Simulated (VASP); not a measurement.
A run of VASP 6.6.1 is set up as follows.

INCAR

```
PREC     = Accurate       # precision mode
ENCUT    = 600            # plane-wave cutoff, eV
EDIFF    = 1E-6           # SCF threshold, eV
ISMEAR   = 0              # smearing method
SIGMA    = 0.1            # smearing width, eV
LREAL    = False          # projectors in reciprocal space
LASPH    = True           # aspherical terms in the spheres
NELM     = 60             # most SCF steps
ALGO     = Fast           # electronic algorithm
ISIF     = 3              # what is computed and relaxed
LWAVE    = False          # write WAVECAR
LCHARG   = False          # write CHGCAR
GGA      = PE             # functional
IBRION   = 2              # ionic algorithm
NSW      = 90             # ionic steps
EDIFFG   = -0.04          # ionic threshold
```

The input KPOINTS:

```
regular mesh
0
Gamma
  4 4 4
```

The input POSCAR:

```
ZrMo3
1.0
    4.9420000000      0.0000000000      0.0000000000
    0.0000000000      4.9420000000      0.0000000000
    0.0000000000      0.0000000000      4.9420000000
Zr Mo
2 6
Direct
    0.0000000000      0.0000000000      0.0000000000
    0.5000000000      0.5000000000      0.5000000000
    0.2500000000      0.0000000000      0.5000000000
    0.5000000000      0.7500000000      0.0000000000
    0.7500000000      0.0000000000      0.5000000000
    0.5000000000      0.2500000000      0.0000000000
    0.0000000000      0.5000000000      0.7500000000
    0.0000000000      0.5000000000      0.2500000000
```

Potentials or basis: VASP PAW PBE potentials, release 64 (Zr_sv, Mo_sv).

Launch:

```console
$ cat potpaw_PBE.64/Zr_sv/POTCAR potpaw_PBE.64/Mo_sv/POTCAR > POTCAR
$ mpirun -np 1 vasp_std > vasp.out
```

**Question.** Predict the relaxed cell.

**Answer.** a = 5.193 Å, b = 5.193 Å, c = 5.193 Å, α = 90.00°, β = 90.00°, γ = 90.00°.

**Question.** Predict the band gap on the k mesh.

**Answer.** Zero (bands 54 and 55 overlap by 0.69 eV).

Final structure:
```xyz
8
Lattice="5.1932 0.0000 0.0000 0.0000 5.1932 0.0000 0.0000 0.0000 5.1932" Properties=species:S:1:pos:R:3 pbc="T T T"
Zr    0.0000    0.0000    0.0000
Zr    2.5966    2.5966    2.5966
Mo    1.2983    0.0000    2.5966
Mo    2.5966    3.8949    0.0000
Mo    3.8949    0.0000    2.5966
Mo    2.5966    1.2983    0.0000
Mo    0.0000    2.5966    3.8949
Mo    0.0000    2.5966    1.2983
```

 Zero-point motion and thermal expansion aren't in these numbers.
